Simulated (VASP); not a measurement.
# MgS (Fm-3m) in VASP: a series of runs, part 2 of 2

VASP 6.6.1. The steps go on from the part before.

## (4) Single point, r2SCAN

Input file POSCAR:

```
MgS
1.0
    0.0000000000      2.6015177399      2.6015177399
    2.6015177399      0.0000000000      2.6015177399
    2.6015177399      2.6015177399      0.0000000000
Mg S
1 1
Direct
    0.0000000000      0.0000000000      0.0000000000
    0.5000000000      0.5000000000      0.5000000000
```

Input file INCAR.step1:

```
PREC = Accurate ; ENCUT = 520
ISMEAR = -1 ; SIGMA = 0.02
LREAL = F ; LASPH = T
NELM = 100 ; NBANDS = 11
GGA = PE ; ALGO = Normal
EDIFF = 1E-4 ; LWAVE = T
LCHARG = F
```

Input file INCAR.step2:

```
PREC = Accurate ; ENCUT = 520
EDIFF = 1E-6 ; ISMEAR = -1
SIGMA = 0.02 ; LREAL = F
LASPH = T ; NELM = 100
ALGO = Normal ; ISIF = 2
LWAVE = F ; LCHARG = F
METAGGA = R2SCAN ; LMIXTAU = T
NBANDS = 11 ; ISTART = 1
```

Input file KPOINTS:

```
regular mesh
0
Gamma
  8 8 8
```

Potentials or basis: VASP PAW PBE potentials, release 64 (Mg, S).

The run is started by

```sh
cat potpaw_PBE.64/Mg/POTCAR potpaw_PBE.64/S/POTCAR > POTCAR
cp INCAR.step1 INCAR
mpirun -np 1 vasp_std > vasp.out
cp INCAR.step2 INCAR
mpirun -np 1 vasp_std > vasp.out
```

OUTCAR:

```text
PREC = Accurate
   ENCUT = 520
   EDIFF = 1E-6
   ISMEAR = -1
   LREAL = F
   LASPH = T
   NELM = 100
   ISIF = 2
   METAGGA = R2SCAN
   ISTART = 1

 ion  position               nearest neighbor table
   1  0.000  0.000  0.000-   2 2.60   2 2.60   2 2.60   2 2.60   2 2.60   2 2.60
   2  0.500  0.500  0.500-   1 2.60   1 2.60   1 2.60   1 2.60   1 2.60   1 2.60

  LATTYP: Found a face centered cubic cell.
 ALAT       =     5.2030354798

  Lattice vectors:

 A1 = (   0.0000000000,   2.6015177399,   2.6015177399)
 A2 = (   2.6015177399,   0.0000000000,   2.6015177399)
 A3 = (   2.6015177399,   2.6015177399,   0.0000000000)

Analysis of symmetry for initial positions (statically):
=====================================================================
 Subroutine PRICEL returns:
 Original cell was already a primitive cell.

 Routine SETGRP: Setting up the symmetry group for a
 face centered cubic supercell.

 Subroutine GETGRP returns: Found 48 space group operations
 (whereof 48 operations were pure point group operations)
 out of a pool of 48 trial point group operations.

The static configuration has the point symmetry O_h .

Analysis of symmetry for dynamics (positions and initial velocities):
[... 171 lines left out ...]
      5       8.1104      0.00000
      6      12.0251      0.00000
      7      12.0251      0.00000
      8      12.0251      0.00000
      9      14.4359      0.00000
     10      14.4359      0.00000
     11      17.0380      0.00000
[... 309 lines left out ...]
 k-point    24 :      -0.3750    0.2500    0.1250
  band No.  band energies     occupation
      1      -8.1545      2.00000
      2      -0.8513      2.00000
      3       1.3292      2.00000
      4       2.3199      2.00000
      5       9.7146      0.00000
      6      10.2698      0.00000
      7      12.5937      0.00000
      8      13.7219      0.00000
      9      16.6171      0.00000
     10      17.8823      0.00000
     11      19.9384      0.00000

 [... further k-points ...]

------------------------ aborting loop because EDIFF is reached ----------------------------------------

  FORCE on cell =-STRESS in cart. coord.  units (eV):
  Direction    XX          YY          ZZ          XY          YZ          ZX
  --------------------------------------------------------------------------------------
  -------------------------------------------------------------------------------------
  Total       -0.1024653     -0.1024653     -0.1024653      0.0000000      0.0000000     -0.0000000
  in kB       -4.6620492     -4.6620492     -4.6620492      0.0000000      0.0000000     -0.0000000
  external PRESSURE =      -4.6620492 kB  Pullay stress =       0.0000000 kB

 VOLUME and BASIS-vectors are now :
 -----------------------------------------------------------------------------
  energy-cutoff  :      520.00
  volume of cell :       35.21
      direct lattice vectors                 reciprocal lattice vectors
     0.000000000  2.601517740  2.601517740    -0.192195499  0.192195499  0.192195499
     2.601517740  0.000000000  2.601517740     0.192195499 -0.192195499  0.192195499
     2.601517740  2.601517740  0.000000000     0.192195499  0.192195499 -0.192195499

 POSITION                                       TOTAL-FORCE (eV/Angst)
 -----------------------------------------------------------------------------------
      0.00000      0.00000      0.00000        -0.000000     -0.000000      0.000000
      2.60152      2.60152      2.60152         0.000000      0.000000      0.000000
 -----------------------------------------------------------------------------------
    total drift:                                0.000000      0.000000      0.000000

  FREE ENERGIE OF THE ION-ELECTRON SYSTEM (eV)
  ---------------------------------------------------
  free  energy   TOTEN  =       -15.5105268184 eV

  energy  without entropy=      -15.5105268184  energy(sigma->0) =      -15.51052682
```

OSZICAR.step1:

```text
N       E                     dE             d eps       ncg     rms          rms(c)
DAV:   1     0.208949030073E+02    0.20895E+02   -0.35487E+03   678   0.590E+02
DAV:   2    -0.760610396357E+01   -0.28501E+02   -0.27160E+02   810   0.101E+02
DAV:   3    -0.889984901047E+01   -0.12937E+01   -0.12920E+01   777   0.225E+01
DAV:   4    -0.890726924119E+01   -0.74202E-02   -0.74199E-02   779   0.205E+00
DAV:   5    -0.890733358570E+01   -0.64345E-04   -0.64344E-04   791   0.182E-01    0.441E+00
DAV:   6    -0.854215276933E+01    0.36518E+00   -0.78935E-01   718   0.350E+00    0.346E+00
DAV:   7    -0.850204611634E+01    0.40107E-01   -0.21751E-01   781   0.202E+00    0.227E+00
DAV:   8    -0.850212204319E+01   -0.75927E-04   -0.14569E-02   689   0.734E-01    0.982E-01
DAV:   9    -0.850183785415E+01    0.28419E-03   -0.76006E-04   719   0.159E-01    0.353E-01
DAV:  10    -0.850185354650E+01   -0.15692E-04   -0.23974E-04   654   0.710E-02
   1 F= -.85018535E+01 E0= -.85018535E+01  d E =-.251789E-10
```

It took 1.9 min on 1 thread of Intel Xeon 8259CL, shared host; peak memory 0.17 GiB.

What came out:

- Free energy: -15.5105 eV
- Pressure: -0.5 GPa
- Band gap on the k mesh: 3.43 eV (least direct gap 4.62 eV)

Caveat: the PAW data sets were made with another functional, which shifts forces and pressure a little. A k mesh can miss the band edges.

## (5) Relaxation of cell and atoms, PBE

Input file INCAR:

```
PREC     = Accurate       # precision mode
ENCUT    = 600            # plane-wave cutoff, eV
EDIFF    = 1E-7           # SCF threshold, eV
ISMEAR   = -1             # smearing method
SIGMA    = 0.02           # smearing width, eV
LREAL    = False          # projectors in reciprocal space
LASPH    = True           # aspherical terms in the spheres
NELM     = 80             # most SCF steps
ALGO     = Normal         # electronic algorithm
ISIF     = 3              # what is computed and relaxed
LWAVE    = False          # write WAVECAR
LCHARG   = False          # write CHGCAR
GGA      = PE             # functional
IBRION   = 2              # ionic algorithm
NSW      = 80             # ionic steps
EDIFFG   = -0.005         # ionic threshold
```

Input file KPOINTS:

```
Automatic mesh
0
Gamma
  8 8 8
```

Input file POSCAR:

```
MgS
1.0
    0.0000000000      2.6016500000      2.6016500000
    2.6016500000      0.0000000000      2.6016500000
    2.6016500000      2.6016500000      0.0000000000
Mg S
1 1
Direct
    0.0000000000      0.0000000000      0.0000000000
    0.5000000000      0.5000000000      0.5000000000
```

The run is started by

```sh
cat potpaw_PBE.64/Mg/POTCAR potpaw_PBE.64/S/POTCAR > POTCAR
mpirun -np 1 vasp_std > vasp.out
```

Wall time 49 s (1 thread of Intel Xeon 8259CL, shared host); peak memory 0.17 GiB.

Results (log left out):

```yaml
Free_energy: -8.5034 eV
Relaxed_volume: 17.81 Å³/atom
Relaxed_cell: a = 3.693 Å, b = 3.693 Å, c = 3.693 Å, α = 60.00°, β = 60.00°, γ = 60.00°
Space_group_after_relaxing_to_0.1_Å: Fm-3m (No. 225)
Energy_gained_by_relaxing: 0.6 meV/atom
Ionic_steps: 3
Pressure_after_relaxing: 0.0 GPa
Band_gap_on_the_k_mesh: 2.75 eV (least direct gap 3.62 eV)
```

The path:
| step | energy change (eV) | largest force (eV/Å) | pressure (GPa) | volume (Å³) |
| --- | --- | --- | --- | --- |
| 1 | 0.0000 | 0.0000 | 0.89 | 35.22 |
| 2 | -0.0011 | 0.0000 | -0.19 | 35.72 |
| 3 | -0.0011 | 0.0000 | 0.00 | 35.63 |

Final structure:
```
Mg S
1.0
     0.00000    2.61168    2.61168
     2.61168    0.00000    2.61168
     2.61168    2.61168    0.00000
Mg S
1 1
Direct
  0.00000 0.00000 0.00000
  0.50000 0.50000 0.50000
```

Levels at points of the mesh, in eV from the valence-band top:
| k point | band 1 | band 2 | band 3 | band 4 | band 5 | band 6 | band 7 | band 8 |
| --- | --- | --- | --- | --- | --- | --- | --- | --- |
| (0.00, 0.00, 0.00) | -12.60 | 0.00 | 0.00 | 0.00 | 3.62 | 7.96 | 7.96 | 7.96 |
| (0.50, 0.00, 0.00) | -11.33 | -4.77 | -0.58 | -0.58 | 4.53 | 6.89 | 6.89 | 9.99 |
| (0.50, 0.50, 0.00) | -10.96 | -4.13 | -1.66 | -1.66 | 2.75 | 4.43 | 11.89 | 12.79 |

## (6) Relaxation of cell and atoms, PBEsol

This run uses another cell than the first one, of 17.88 Å³/atom.

Input file INCAR:

```
SYSTEM = MgS
PREC = Accurate ; ENCUT = 600
EDIFF = 1E-6 ; ISMEAR = -1
SIGMA = 0.02 ; LREAL = .False.
LASPH = .True. ; NELM = 100
ALGO = Normal ; ISIF = 3
LWAVE = .False. ; LCHARG = .False.
GGA = PS ; IBRION = 2
NSW = 80 ; EDIFFG = -0.005
```

Input file KPOINTS:

```
regular mesh
0
Gamma
  8 8 8
  0 0 0
```

Input file POSCAR:

```
MgS
1.0
    0.0000000000      2.6148576572      2.6148576572
    2.6148576572      0.0000000000      2.6148576572
    2.6148576572      2.6148576572      0.0000000000
Mg S
1 1
Direct
    0.0000000000      0.0000000000      0.0000000000
    0.5000000000      0.5000000000      0.5000000000
```

Potentials or basis: VASP PAW PBE potentials, release 64 (Mg, S).

The run is started by

```sh
cat potpaw_PBE.64/Mg/POTCAR potpaw_PBE.64/S/POTCAR > POTCAR
mpirun -np 1 vasp_std > vasp.out
```

OUTCAR:

```text
SYSTEM = MgS
   PREC = Accurate
   ENCUT = 600
   EDIFF = 1E-6
   ISMEAR = -1
   LREAL = .False.
   LASPH = .True.
   NELM = 100
   ISIF = 3
   GGA = PS
   IBRION = 2
   NSW = 80
   EDIFFG = -0.005

 ion  position               nearest neighbor table
   1  0.000  0.000  0.000-   2 2.61   2 2.61   2 2.61   2 2.61   2 2.61   2 2.61
   2  0.500  0.500  0.500-   1 2.61   1 2.61   1 2.61   1 2.61   1 2.61   1 2.61

  LATTYP: Found a face centered cubic cell.
 ALAT       =     5.2297153144

  Lattice vectors:

 A1 = (   0.0000000000,   2.6148576572,   2.6148576572)
 A2 = (   2.6148576572,   0.0000000000,   2.6148576572)
 A3 = (   2.6148576572,   2.6148576572,   0.0000000000)

Analysis of symmetry for initial positions (statically):
=====================================================================
[... 260 lines left out ...]
 Fermi energy:         4.2299563411

 k-point     1 :       0.0000    0.0000    0.0000
  band No.  band energies     occupation
      1      -8.9616      2.00000
      2       3.8052      2.00000
      3       3.8052      2.00000
      4       3.8052      2.00000
      5       7.5122      0.00000
      6      11.6498      0.00000
      7      11.6498      0.00000
      8      11.6498      0.00000
[... 243 lines left out ...]
 k-point    24 :      -0.3750    0.2500    0.1250
  band No.  band energies     occupation
      1      -7.3928      2.00000
      2      -0.6320      2.00000
      3       1.5839      2.00000
      4       2.6091      2.00000
      5       9.3425      0.00000
      6       9.8247      0.00000
      7      12.1972      0.00000
      8      13.2063      0.00000

 [... further k-points ...]

------------------------ aborting loop because EDIFF is reached ----------------------------------------

  FORCE on cell =-STRESS in cart. coord.  units (eV):
  Direction    XX          YY          ZZ          XY          YZ          ZX
  --------------------------------------------------------------------------------------
  -------------------------------------------------------------------------------------
  Total       -0.0002915     -0.0002915     -0.0002915      0.0000000      0.0000000      0.0000000
  in kB       -0.0134527     -0.0134527     -0.0134527      0.0000000      0.0000000      0.0000000
  external PRESSURE =      -0.0134527 kB  Pullay stress =       0.0000000 kB
[... 17 lines left out ...]
  FREE ENERGIE OF THE ION-ELECTRON SYSTEM (eV)
  ---------------------------------------------------
  free  energy   TOTEN  =        -9.0755952409 eV

  energy  without entropy=       -9.0755952409  energy(sigma->0) =       -9.07559524

 reached required accuracy - stopping structural energy minimisation
```

CONTCAR:

```text
MgS
   1.00000000000000
     0.0000000000000000    2.5891456246891535    2.5891456246891535
     2.5891456246891535    0.0000000000000000    2.5891456246891535
     2.5891456246891535    2.5891456246891535   -0.0000000000000000
  Mg              S
     1     1
Direct
     0.0000000000000000    0.0000000000000000    0.0000000000000000
     0.5000000000000000    0.5000000000000000    0.5000000000000000

  0.00000000E+00  0.00000000E+00  0.00000000E+00
  0.00000000E+00  0.00000000E+00  0.00000000E+00
```

It took 51 s on 1 thread of Intel Xeon 8259CL, shared host; peak memory 0.18 GiB.

Results:

```
Free energy                           : -9.0756 eV
Relaxed volume                        : 17.36 Å³/atom
Relaxed cell                          : a = 3.662 Å, b = 3.662 Å, c = 3.662 Å, α = 60.00°, β = 60.00°, γ = 60.00°
Space group after relaxing (to 0.1 Å) : Fm-3m (No. 225)
Energy gained by relaxing             : 3.7 meV/atom
Ionic steps                           : 3
Pressure after relaxing               : 0.0 GPa
Band gap on the k mesh                : 2.73 eV (least direct gap 3.71 eV)
```

Step by step:
| step | energy change (eV) | largest force (eV/Å) | pressure (GPa) | volume (Å³) |
| --- | --- | --- | --- | --- |
| 1 | 0.0000 | 0.0000 | -2.21 | 35.76 |
| 2 | -0.0070 | 0.0000 | 0.51 | 34.50 |
| 3 | -0.0074 | 0.0000 | 0.00 | 34.71 |

Final structure:
```
Mg S
1.0
     0.00000    2.58915    2.58915
     2.58915    0.00000    2.58915
     2.58915    2.58915    0.00000
Mg S
1 1
Direct
  0.00000 0.00000 0.00000
  0.50000 0.50000 0.50000
```

Caveat: the PAW data sets were made with another functional, which shifts forces and pressure a little.

## (7) Summary

| task | level | potentials or basis | cell | cutoff (eV) | smearing | gap on the mesh (eV) | pressure (GPa) | relaxed volume (Å³/atom) |
| --- | --- | --- | --- | --- | --- | --- | --- | --- |
| single point | LDA | VASP PAW LDA potentials, release 64 (Mg, S) | a = 3.679 Å, angles 60.0°, 2 atoms | 520 | gaussian 0.01 eV | 2.56 | -3.8 | - |
| single point | PBEsol | VASP PAW PBE potentials, release 64 (Mg, S) | a = 3.664 Å, angles 60.0°, 2 atoms | 520 | fermi-dirac 0.02 eV | 2.73 | -0.2 | - |
| single point | r2SCAN | VASP PAW PBE potentials, release 64 (Mg, S) | a = 3.679 Å, angles 60.0°, 2 atoms | 520 | fermi-dirac 0.02 eV | 3.43 | -0.5 | - |
| relaxation of cell and atoms | PBE | VASP PAW PBE potentials, release 64 (Mg, S) | relaxed from a = 3.679 Å, angles 60.0°, 2 atoms | 600 | fermi-dirac 0.02 eV | 2.75 | 0.0 | 17.81 |
| relaxation of cell and atoms | PBEsol | VASP PAW PBE potentials, release 64 (Mg, S) | relaxed from a = 3.698 Å, angles 60.0°, 2 atoms | 600 | fermi-dirac 0.02 eV | 2.73 | 0.0 | 17.36 |

Alike in all rows: no spin polarisation; k mesh 8 × 8 × 8.

Caveats: the PAW data sets were made with another functional, which shifts forces and pressure a little (at least some runs); the cell stands under tension (at least some runs).

Absolute energies hang on the potentials; compare differences alone.
